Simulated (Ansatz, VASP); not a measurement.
# One calculation of F, two programs

```
CELL_PARAMETERS angstrom
2.86425 0.00000 0.00000
-1.43213 2.48052 0.00000
0.00000 0.00000 2.88119
ATOMIC_POSITIONS crystal
F 0.33333 0.66667 0.25000
F 0.66667 0.33333 0.75000
```

Change from the starting cell: volume scaled by 0.96.

Alike in both runs: task single point; functional PBE; k mesh 19 × 19 × 10; occupations fermi-dirac, width 0.08 eV; no spin polarisation.

```csv
,VASP,Ansatz
version,VASP 6.6.1,Ansatz 0.2.0
potentials or method,"VASP PAW PBE potentials, release 64 (F), cutoff 520 eV","all-electron LAPW, scalar-relativistic"
```

|  | VASP | Ansatz | Ansatz less VASP |
| --- | --- | --- | --- |
| pressure (GPa) | 1.8 | 2.5 | +0.73 |
| traceless stress, the component that is largest in VASP (GPa) | 0.66 | 0.65 | -0.008 |

Ansatz ran all-electron here, and VASP with PAW potentials.
